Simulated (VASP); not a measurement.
# Ag (Fm-3m) in VASP: notebook

Ag is run at these levels: LDA, PBE+D3(BJ); tasks: single point.

All numbers are computed with VASP 6.6.1; they aren't measurements. Logs are shortened: lines on timing, memory, paths and dates and some standing lists are left out, and cuts for length are marked.

### Step 1. The cell of the first run

The structure is cubic, space group Fm-3m (No. 225). Conventional cell: a = 3.998 Å, b = 3.998 Å, c = 3.998 Å, α = 90.00°, β = 90.00°, γ = 90.00°. Within 3.7 Å of Ag (site symmetry m-3m) lie 12 Ag at 2.83 Å.

### Step 2. Single point, LDA

The input, INCAR:

```
SYSTEM = Ag
  PREC = Accurate
  ENCUT = 520
  EDIFF = 1E-6
  ISMEAR = 1
  SIGMA = 0.05
  LREAL = .FALSE.
  LASPH = .TRUE.
  NELM = 80
  ALGO = Normal
  ISIF = 2
  LWAVE = .FALSE.
  LCHARG = .FALSE.
  GGA = CA
  NBANDS = 12
```

The input, KPOINTS:

```
Automatic mesh
0
G
  13 13 13
  0 0 0
```

The input, POSCAR:

```
Ag
1.0
    2.8273333936      0.0000000000      0.0000000000
    1.4136666968      2.4485425438      0.0000000000
    1.4136666968      0.8161808479      2.3085080490
Ag
1
Direct
    0.0000000000      0.0000000000      0.0000000000
```

Potentials or basis: VASP PAW LDA potentials, release 64 (Ag).

Started as:

```sh
$ cat potpaw_LDA.64/Ag/POTCAR > POTCAR
$ mpirun -np 1 vasp_std > vasp.out
```

OUTCAR:

```text
SYSTEM = Ag
   PREC = Accurate
   ENCUT = 520
   EDIFF = 1E-6
   ISMEAR = 1
   LREAL = .FALSE.
   LASPH = .TRUE.
   NELM = 80
   ISIF = 2
   GGA = CA

 ion  position               nearest neighbor table
   1  0.000  0.000  0.000-

  LATTYP: Found a face centered cubic cell.
 ALAT       =     3.9984532305

  Lattice vectors:

 A1 = (   2.8273333936,   0.0000000000,   0.0000000000)
 A2 = (   1.4136666968,   2.4485425438,   0.0000000000)
 A3 = (   1.4136666968,   0.8161808479,   2.3085080490)

Analysis of symmetry for initial positions (statically):
=====================================================================
 Subroutine PRICEL returns:
 Original cell was already a primitive cell.

 Routine SETGRP: Setting up the symmetry group for a
 face centered cubic supercell.

 Subroutine GETGRP returns: Found 48 space group operations
 (whereof 48 operations were pure point group operations)
 out of a pool of 48 trial point group operations.

The static configuration has the point symmetry O_h .

Analysis of symmetry for dynamics (positions and initial velocities):
=====================================================================
 Subroutine PRICEL returns:
 Original cell was already a primitive cell.

 Routine SETGRP: Setting up the symmetry group for a
 face centered cubic supercell.

 Subroutine GETGRP returns: Found 48 space group operations
 (whereof 48 operations were pure point group operations)
 out of a pool of 48 trial point group operations.

The dynamic configuration has the point symmetry O_h .

 Subroutine INISYM returns: Found 48 space group operations
 (whereof 48 operations are pure point group operations),
 and found     1 'primitive' translations

----------------------------------------------------------------------------------------

                                     Primitive cell

  volume of cell :      15.9814

  direct lattice vectors                    reciprocal lattice vectors
     2.827333394  0.000000000  0.000000000     0.353690160 -0.204203109 -0.144393403
     1.413666697  2.448542544  0.000000000     0.000000000  0.408406218 -0.144393403
     1.413666697  0.816180848  2.308508049     0.000000000  0.000000000  0.433180209

  length of vectors
     2.827333394  2.827333394  2.827333394     0.433180209  0.433180209  0.433180209

  position of ions in fractional coordinates (direct lattice)
     0.000000000  0.000000000  0.000000000

  ion indices of the primitive-cell ions
   primitive index   ion index
                 1           1

----------------------------------------------------------------------------------------

 KPOINTS: Automatic mesh

Automatic generation of k-mesh.
 Grid dimensions read from file:
 generate k-points for:   13   13   13

 Generating k-lattice:

  Cartesian coordinates                     Fractional coordinates (reciprocal lattice)
     0.027206935 -0.015707931 -0.011107185     0.076923077  0.000000000 -0.000000000
     0.000000000  0.031415863 -0.011107185     0.000000000  0.076923077  0.000000000
     0.000000000  0.000000000  0.033321555     0.000000000  0.000000000  0.076923077

  Length of vectors
     0.033321555  0.033321555  0.033321555

  Shift w.r.t. Gamma in fractional coordinates (k-lattice)
     0.000000000  0.000000000  0.000000000

 Subroutine IBZKPT returns following result:
 ===========================================

 Found     84 irreducible k-points:

 Following reciprocal coordinates:
            Coordinates               Weight
  0.000000  0.000000  0.000000      1.000000
  0.076923 -0.000000 -0.000000      8.000000
  0.153846  0.000000 -0.000000      8.000000
  0.230769 -0.000000 -0.000000      8.000000
  0.307692  0.000000 -0.000000      8.000000
  0.384615  0.000000  0.000000      8.000000
[... 16 lines left out ...]
  0.384615  0.153846 -0.000000     24.000000
  0.461538  0.153846 -0.000000     24.000000
 [... further k-points ...]
   k-points           NKPTS =     84   k-points in BZ     NKDIM =     84   number of bands    NBANDS=     12
   number of dos      NEDOS =    301   number of ions     NIONS =      1
   total plane-waves  NPLWV =  13824
   dimension x,y,z NGX =    24 NGY =   24 NGZ =   24
   dimension x,y,z NGXF=    48 NGYF=   48 NGZF=   48
   ions per type =               1
   NGX,Y,Z   is equivalent  to a cutoff of  14.11, 14.11, 14.11 a.u.
   NGXF,Y,Z  is equivalent  to a cutoff of  28.22, 28.22, 28.22 a.u.
 SYSTEM =  Ag
   PREC   = accura    normal or accurate (medium, high low for compatibility)
   ISTART =      0    job   : 0-new  1-cont  2-samecut
   ICHARG =      2    charge: 1-file 2-atom 10-const
   ISPIN  =      1    spin polarized calculation?
   LNONCOLLINEAR =      F non collinear calculations
   LSORBIT =      F    spin-orbit coupling
   LASPH  =      T    aspherical Exc in radial PAW
   ENCUT  =  520.0 eV  38.22 Ry    6.18 a.u.   5.26  5.26  5.26*2*pi/ulx,y,z
   NELM   =     80;   NELMIN=  2; NELMDL= -5     # of ELM steps
   EDIFF  = 0.1E-05   stopping-criterion for ELM
   LREAL  =      F    real-space projection
   EDIFFG = 0.1E-04   stopping-criterion for IOM
   NSW    =      0    number of steps for IOM
   IBRION =     -1    ionic relax: 0-MD 1-quasi-New 2-CG
   NFREE  =      0    steps in history (QN), initial steepest desc. (CG)
   ISIF   =      2    stress and relaxation
   ISYM   =      2    0-nonsym 1-usesym 2-fastsym
   POTIM  = 0.5000    time-step for ionic-motion
   TEBEG  =    0.0;   TEEND  =   0.0 temperature during run
   PSTRESS=    0.0 pullay stress
   NELECT =      11.0000    total number of electrons
   NUPDOWN=      -1.0000    fix difference up-down
   EMIN   =  10.00;   EMAX   =-10.00  energy-range for DOS
   EFERMI =   0.00;   METHOD = LEGACY
   ISMEAR =     1;   SIGMA  =   0.05  broadening in eV -4-tet -1-fermi 0-gaus
   EFERMI_NEDOS =   21; number of points for ismear=-14 and -15
   IALGO  =     38    algorithm
   IMIX   =      4    mixing-type and parameters
     AMIX     =   0.40;   BMIX     =  1.00
     AMIX_MAG =   1.60;   BMIX_MAG =  1.00
  volume/ion in A,a.u.               =      15.98       107.85
  Fermi-wavevector in a.u.,A,eV,Ry     =   1.445441  2.731487 28.426648  2.089300
  Thomas-Fermi vector in A             =   2.563623
   LORBIT       =      0    0 simple, 1 ext, 2 COOP (PROOUT), +10 PAW based schemes
   GGA     = CA    functional components
   LHFCALC =     F    Hartree Fock is set to
   AEXX    =    0.0000 exact exchange contribution
   IVDW    =     0    specifies the selected vdW correction
   LEPSILON=     F    determine dielectric tensor
   LRPA    =     F    only Hartree local field effects (RPA)
 non-spin polarized calculation
 Methfessel and Paxton  Order N= 1 SIGMA  =   0.05
  energy-cutoff  :      520.00
  volume of cell :       15.98
 maximum number of plane-waves:       444
 NGX is ok and might be reduce to    24
   NGX = 11   NGY = 11   NGZ = 11

 number of electron      11.0000002 magnetization

 Free energy of the ion-electron system (eV)
  ---------------------------------------------------
  ext. energy  EPLUGINS =         0.00000000
  ---------------------------------------------------
  free energy    TOTEN  =        -3.78236480 eV

  energy without entropy =       -3.78242406  energy(sigma->0) =       -3.78238455

 E-fermi :   9.3502     XC(G=0): -12.9693

 val. band max:        9.3141014318   @ k =   0.4615   0.3077  -0.0000
 cond. band min:       9.3901297831   @ k =  -0.3846   0.1538   0.0000
 fundamental gap:      0.0760283513
 Fermi energy:         9.3502397816

 k-point     1 :       0.0000    0.0000    0.0000
  band No.  band energies     occupation
      1       0.7742      2.00000
      2       4.0641      2.00000
      3       4.0641      2.00000
      4       4.0641      2.00000
      5       5.2448      2.00000
      6       5.2448      2.00000
      7      25.2330      0.00000
      8      29.1241      0.00000
      9      29.1241      0.00000
     10      29.1241      0.00000
     11      34.3111      0.00000
     12      35.7490      0.00000

 k-point     2 :       0.0769   -0.0000   -0.0000
  band No.  band energies     occupation
      1       0.9684      2.00000
      2       4.0159      2.00000
      3       4.1204      2.00000
      4       4.1204      2.00000
      5       5.2229      2.00000
      6       5.2229      2.00000
      7      25.2986      0.00000
      8      27.7259      0.00000
      9      29.2436      0.00000
     10      29.2436      0.00000
     11      34.2360      0.00000
     12      35.4202      0.00000

 k-point     3 :       0.1538    0.0000   -0.0000
  band No.  band energies     occupation
      1       1.5029      2.00000
      2       3.9378      2.00000
      3       4.2433      2.00000
      4       4.2433      2.00000
      5       5.2046      2.00000
      6       5.2046      2.00000
      7      24.2875      0.00000
      8      26.2871      0.00000
      9      29.5057      0.00000
     10      29.5057      0.00000
     11      32.8804      0.00000
     12      34.4099      0.00000
[... 286 lines left out ...]
 k-point    23 :       0.3846    0.1538   -0.0000
  band No.  band energies     occupation
      1       2.7484      2.00000
      2       3.9173      2.00000
      3       4.2476      2.00000
      4       4.5855      2.00000
      5       6.0220      2.00000
      6       7.0551      2.00000
      7      17.8640      0.00000
      8      24.7433      0.00000
      9      25.0327      0.00000
     10      26.9163      0.00000
     11      33.9959      0.00000
     12      35.0264      0.00000

 k-point    24 :       0.4615    0.1538   -0.0000
  band No.  band energies     occupation
      1       2.6772      2.00000
      2       3.8356      2.00000
      3       4.4797      2.00000
      4       4.7029      2.00000
      5       6.1712      2.00000
      6       8.7204      2.00000
      7      15.0901      0.00000
      8      23.8054      0.00000
      9      25.0688      0.00000
     10      26.1993      0.00000
     11      34.7164      0.00000
     12      34.8885      0.00000

 [... further k-points ...]

------------------------ aborting loop because EDIFF is reached ----------------------------------------

  FORCE on cell =-STRESS in cart. coord.  units (eV):
  Direction    XX          YY          ZZ          XY          YZ          ZX
  --------------------------------------------------------------------------------------
  -------------------------------------------------------------------------------------
  Total        0.0144448      0.0144448      0.0144448      0.0000000     -0.0000000     -0.0000000
  in kB        1.4481201      1.4481201      1.4481201      0.0000000     -0.0000000     -0.0000000
  external PRESSURE =       1.4481201 kB  Pullay stress =       0.0000000 kB

 VOLUME and BASIS-vectors are now :
 -----------------------------------------------------------------------------
  energy-cutoff  :      520.00
  volume of cell :       15.98
      direct lattice vectors                 reciprocal lattice vectors
     2.827333394  0.000000000  0.000000000     0.353690160 -0.204203109 -0.144393403
     1.413666697  2.448542544  0.000000000     0.000000000  0.408406218 -0.144393403
     1.413666697  0.816180848  2.308508049     0.000000000  0.000000000  0.433180209

 POSITION                                       TOTAL-FORCE (eV/Angst)
 -----------------------------------------------------------------------------------
      0.00000      0.00000      0.00000        -0.000000     -0.000000      0.000000
 -----------------------------------------------------------------------------------
    total drift:                                0.000000     -0.000000     -0.000000

  FREE ENERGIE OF THE ION-ELECTRON SYSTEM (eV)
  ---------------------------------------------------
  free  energy   TOTEN  =        -3.7823647993 eV

  energy  without entropy=       -3.7824240640  energy(sigma->0) =       -3.78238455
```

It took 6.3 s on 1 thread of Intel Xeon Platinum 8488C (Sapphire Rapids), shared host; peak memory 0.13 GiB.

What came out:

```
Free energy : -3.7824 eV
Pressure    : 0.1 GPa
```

### Step 3. Single point, PBE+D3(BJ)

This run uses another cell than the first one, of 16.86 Å³/atom, 1.055 times its volume.

The input, INCAR:

```
SYSTEM = Ag
PREC     = Accurate       ! precision mode
ENCUT    = 520            ! plane-wave cutoff, eV
EDIFF    = 1E-7           ! SCF threshold, eV
ISMEAR   = 1              ! smearing method
SIGMA    = 0.05           ! smearing width, eV
LREAL    = .False.        ! projectors in reciprocal space
LASPH    = .True.         ! aspherical terms in the spheres
NELM     = 100            ! most SCF steps
ALGO     = Normal         ! electronic algorithm
ISIF     = 2              ! what is computed and relaxed
LWAVE    = .False.        ! write WAVECAR
LCHARG   = .False.        ! write CHGCAR
GGA      = PE             ! functional
IVDW     = 12             ! dispersion correction
NBANDS   = 12             ! bands
```

The input, KPOINTS:

```
Automatic mesh
0
Gamma
  13 13 13
  0 0 0
```

The input, POSCAR:

```
Ag
1.0
    2.8781459910      0.0000000000      0.0000000000
    1.4390729955      2.4925475440      0.0000000000
    1.4390729955      0.8308491813      2.3499963610
Ag
1
Direct
    0.0000000000      0.0000000000      0.0000000000
```

Potentials or basis: VASP PAW PBE potentials, release 64 (Ag).

Started as:

```sh
$ cat potpaw_PBE.64/Ag/POTCAR > POTCAR
$ mpirun -np 1 vasp_std > vasp.out
```

OUTCAR:

```text
SYSTEM = Ag
   PREC = Accurate
   ENCUT = 520
   EDIFF = 1E-7
   ISMEAR = 1
   LREAL = .False.
   LASPH = .True.
   NELM = 100
   ISIF = 2
   GGA = PE
   IVDW = 12
 IVDW          = 12

 ion  position               nearest neighbor table
   1  0.000  0.000  0.000-

  LATTYP: Found a face centered cubic cell.
 ALAT       =     4.0703130950

  Lattice vectors:

 A1 = (   2.8781459910,   0.0000000000,   0.0000000000)
 A2 = (   1.4390729955,   2.4925475440,   0.0000000000)
 A3 = (   1.4390729955,   0.8308491813,   2.3499963610)

Analysis of symmetry for initial positions (statically):
=====================================================================
 Subroutine PRICEL returns:
 Original cell was already a primitive cell.

 Routine SETGRP: Setting up the symmetry group for a
 face centered cubic supercell.

 Subroutine GETGRP returns: Found 48 space group operations
 (whereof 48 operations were pure point group operations)
 out of a pool of 48 trial point group operations.

The static configuration has the point symmetry O_h .

Analysis of symmetry for dynamics (positions and initial velocities):
=====================================================================
[... 171 lines left out ...]
      6       4.7870      2.00000
      7      24.6366      0.00000
      8      28.2824      0.00000
      9      28.2824      0.00000
     10      28.2824      0.00000
     11      33.1182      0.00000
     12      34.3309      0.00000
[... 331 lines left out ...]
 k-point    24 :       0.4615    0.1538    0.0000
  band No.  band energies     occupation
      1       2.4939      2.00000
      2       3.5315      2.00000
      3       4.1078      2.00000
      4       4.3447      2.00000
      5       5.6211      2.00000
      6       8.2285      2.00000
      7      14.3310      0.00000
      8      22.9497      0.00000
      9      24.1538      0.00000
     10      25.2731      0.00000
     11      33.6210      0.00000
     12      33.6731      0.00000

 [... further k-points ...]

------------------------ aborting loop because EDIFF is reached ----------------------------------------

 Edisp (eV)   -0.59583

 E8    (eV) :    -0.2604

  FORCE on cell =-STRESS in cart. coord.  units (eV):
  Direction    XX          YY          ZZ          XY          YZ          ZX
  --------------------------------------------------------------------------------------
  -------------------------------------------------------------------------------------
  Total      -0.02123    -0.02123    -0.02123     0.00000     0.00000     0.00000
  in kB      -2.01791    -2.01791    -2.01791     0.00000     0.00000     0.00000
  external pressure =       -2.02 kB  Pullay stress =        0.00 kB

 VOLUME and BASIS-vectors are now :
 -----------------------------------------------------------------------------
  energy-cutoff  :      520.00
  volume of cell :       16.86
      direct lattice vectors                 reciprocal lattice vectors
     2.878145991  0.000000000  0.000000000     0.347445892 -0.200597979 -0.141844191
     1.439072995  2.492547544  0.000000000     0.000000000  0.401195958 -0.141844191
     1.439072995  0.830849181  2.349996361     0.000000000  0.000000000  0.425532574

 POSITION                                       TOTAL-FORCE (eV/Angst)
 -----------------------------------------------------------------------------------
      0.00000      0.00000      0.00000        -0.000000      0.000000      0.000000
 -----------------------------------------------------------------------------------
    total drift:                                0.000000     -0.000000      0.000000

  FREE ENERGIE OF THE ION-ELECTRON SYSTEM (eV)
  ---------------------------------------------------
  free  energy   TOTEN  =        -3.2950141371 eV

  energy  without entropy=       -3.2948264585  energy(sigma->0) =       -3.29495158
```

OSZICAR:

```text
N       E                     dE             d eps       ncg     rms          rms(c)
DAV:   1     0.521209068288E+02    0.52121E+02   -0.54907E+03  2016   0.829E+02
DAV:   2    -0.210821386409E+01   -0.54229E+02   -0.51511E+02  2332   0.195E+02
DAV:   3    -0.295944723497E+01   -0.85123E+00   -0.85091E+00  2388   0.256E+01
DAV:   4    -0.296199440742E+01   -0.25472E-02   -0.25470E-02  2316   0.148E+00
DAV:   5    -0.296201426671E+01   -0.19859E-04   -0.19859E-04  2416   0.117E-01    0.539E+00
DAV:   6    -0.271127784746E+01    0.25074E+00   -0.96178E-01  2216   0.882E+00    0.345E+00
DAV:   7    -0.270223944543E+01    0.90384E-02   -0.11901E-02  2344   0.102E+00    0.193E+00
DAV:   8    -0.269917265480E+01    0.30668E-02   -0.70323E-04  2260   0.196E-01    0.103E-01
DAV:   9    -0.269917763063E+01   -0.49758E-05   -0.76333E-06  2348   0.206E-02    0.261E-02
DAV:  10    -0.269918335957E+01   -0.57289E-05   -0.39828E-06  2288   0.187E-02    0.699E-03
DAV:  11    -0.269918280767E+01    0.55190E-06   -0.90160E-08  2212   0.245E-03    0.636E-04
DAV:  12    -0.269918275361E+01    0.54059E-07   -0.45444E-09  1224   0.588E-04
   1 F= -.32950141E+01 E0= -.32949516E+01  d E =-.187679E-03
```

It took 7.8 s on 1 thread of Intel Xeon Platinum 8488C (Sapphire Rapids), shared host; peak memory 0.15 GiB.

Results:

```yaml
Free_energy: -3.2950 eV
Pressure: -0.2 GPa
Dispersion_energy_per_atom: -0.596 eV
```

Levels at points of the mesh, in eV from the Fermi level:
```tsv
k point	band 4	band 5	band 6	band 7	band 8	band 9
(0.00, 0.00, 0.00)	-5.09	-4.03	-4.03	15.82	19.46	19.46
```

Caveat: pairwise dispersion overbinds metals, which lowers pressure and volume.
